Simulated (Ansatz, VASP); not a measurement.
# One calculation of InP, two programs

```
In P
1.0
     0.02855    2.86928    2.86928
     2.86928    0.02855    2.86928
     2.86928    2.86928    0.02855
In P
1 1
Direct
  0.00000 0.00000 0.00000
  0.50000 0.50000 0.50000
```

Change from the starting cell: equal xy, yz and zx shear strains of +1 %.

Alike in both runs: task single point; functional PBEsol; k mesh 11 × 11 × 11; occupations fermi-dirac, width 0.03 eV; no spin polarisation.

```csv
,VASP,Ansatz
version,VASP 6.6.1,Ansatz 0.2.0
potentials or method,"VASP PAW PBE potentials, release 64 (In_d, P), cutoff 520 eV","all-electron LAPW, scalar-relativistic"
```

```tsv
	VASP	Ansatz	Ansatz less VASP
pressure (GPa)	-8.2	-8.2	0.00
traceless stress, the component that is largest in VASP (GPa)	-0.28	-0.29	0.000
```

VASP's potentials were made for PBE, not for PBEsol. Ansatz ran all-electron here, and VASP with PAW potentials.
